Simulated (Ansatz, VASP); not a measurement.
**Pb in VASP and in Ansatz**

File INCAR:

```
SYSTEM = Pb
PREC     = Accurate       ! precision mode
ENCUT    = 520            ! plane-wave cutoff, eV
EDIFF    = 1E-7           ! SCF threshold, eV
ISMEAR   = -1             ! smearing method
SIGMA    = 0.05           ! smearing width, eV
LREAL    = .FALSE.        ! projectors in reciprocal space
LASPH    = .TRUE.         ! aspherical terms in the spheres
NELM     = 60             ! most SCF steps
ALGO     = Normal         ! electronic algorithm
ISIF     = 2              ! what is computed and relaxed
LWAVE    = .FALSE.        ! write WAVECAR
LCHARG   = .FALSE.        ! write CHGCAR
GGA      = PS             ! functional
NBANDS   = 21             ! bands
```

KPOINTS

```
Automatic mesh
0
G
  7 7 4
  0 0 0
```

Contents of POSCAR:

```
Pb
1.0
    3.4800000000      0.0000000000      0.0000000000
   -1.7400000000      3.0137684052      0.0000000000
    0.0000000000      0.0000000000      5.5341000000
Pb
2
Direct
    0.6666666667      0.3333333333      0.7500000000
    0.3333333333      0.6666666667      0.2500000000
```

The input input.yaml:

```yaml
crystal:
  lattice:
    - [3.48, 0.0, 0.0]
    - [-1.74, 3.0137684052, 0.0]
    - [0.0, 0.0, 5.5341]
  atoms:
    - { symbol: Pb, position: [0.6666666667, 0.3333333333, 0.75] }
    - { symbol: Pb, position: [0.3333333333, 0.6666666667, 0.25] }
hamiltonian:
  xc: pbesol
  pseudopotentials: { kind: paw }
kpoints:
  mp_grid: { grid: [7, 7, 4] }
  band_path:
    path:
      - [[0.0, 0.0, 0.0], [0.5, 0.0, 0.0], [0.3333333333, 0.3333333333, 0.0], [0.0, 0.0, 0.0], [0.0, 0.0, 0.5], [0.5, 0.0, 0.5], [0.3333333333, 0.3333333333, 0.5], [0.0, 0.0, 0.5]]
      - [[0.5, 0.0, 0.5], [0.5, 0.0, 0.0]]
      - [[0.3333333333, 0.3333333333, 0.0], [0.3333333333, 0.3333333333, 0.5]]
    npoints: 14
scf:
  occupations: { method: fermi_dirac, width: 0.05 }
  n_extra_bands: 6
output:
  forces: true
  stress: true
  eigenvalues: true
  fatbands: false
  write_density: true
  write_potential: true
  elf: true
  volumetric_format: npy
```

Alike in both runs: functional PBEsol; k mesh 7 × 7 × 4; occupations fermi-dirac, width 0.05 eV; no spin polarisation.

|  | VASP | Ansatz |
| --- | --- | --- |
| version | VASP 6.6.1 | Ansatz 0.2.0 |
| potentials or method | VASP PAW PBE potentials, release 64 (Pb_d) | Ansatz PAW |
| plane-wave cutoff (eV) | 520 | 420 |
| valence electrons in the cell | 28 | 28 |
| task | single point | band structure |

```tsv
	VASP	Ansatz	Ansatz less VASP
gap on the k mesh at the Fermi level (eV)	none	none	-
pressure (GPa)	1.2	1.3	+0.09
traceless stress, the component that is largest in VASP (GPa)	-0.11	-0.11	-0.005
```

VASP's potentials were made for PBE, not for PBEsol. A gap of «none» marks a metal or a gap that the smearing closes.

Neither program's run includes spin-orbit coupling.
